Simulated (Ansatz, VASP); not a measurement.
## InAsH4 in VASP and in Ansatz

```
In As H
1.0
    15.80000    0.00000    0.00000
     0.00000   14.70000    0.00000
     0.00000    0.00000   15.00000
In As H
4 4 16
Direct
  0.37344 0.33449 0.42475
  0.37346 0.57684 0.66222
  0.63315 0.32044 0.67588
  0.60821 0.55536 0.44578
  0.49740 0.44631 0.36470
  0.49740 0.63813 0.55260
  0.31303 0.45617 0.54298
  0.69226 0.44704 0.55191
  0.42493 0.25191 0.48391
  0.30096 0.33070 0.33939
  0.45743 0.50820 0.29542
  0.55013 0.39325 0.29793
  0.42498 0.51646 0.74311
  0.30095 0.66393 0.66591
  0.45742 0.70879 0.49192
  0.55012 0.70628 0.60457
  0.57653 0.39825 0.73956
  0.57674 0.25535 0.59954
  0.73015 0.28154 0.71414
  0.24739 0.40285 0.59524
  0.24833 0.51010 0.49012
  0.75441 0.40953 0.48372
  0.75436 0.51664 0.58875
  0.65681 0.62957 0.37299
```

Alike in both runs: functional PBEsol; k mesh 1 × 1 × 1; occupations gaussian, width 0.05 eV; no spin polarisation.

Ansatz relaxed the structure, and its values are those at the end. VASP's run is a single point on that final structure, the one shown.

|  | VASP | Ansatz |
| --- | --- | --- |
| version | VASP 6.6.1 | Ansatz 0.2.0 |
| potentials or method | VASP PAW PBE potentials, release 64 (In_d, As, H), cutoff 520 eV | scalar-relativistic, plane waves, PAW |
| valence electrons in the cell | 88 | 128 |

|  | VASP | Ansatz | Ansatz less VASP |
| --- | --- | --- | --- |
| gap on the k mesh at the Fermi level (eV) | 3.89 | 3.89 | +0.004 |
| rms of the force components (eV/Å) | 0.046 | 0.008 | -0.0384 |

VASP's potentials were made for PBE, not for PBEsol. VASP's potentials hold 88 valence electrons a cell and Ansatz's 128, so a difference there can come from the potentials and not from the codes. Ansatz's warnings: xc potential rough in thin density.
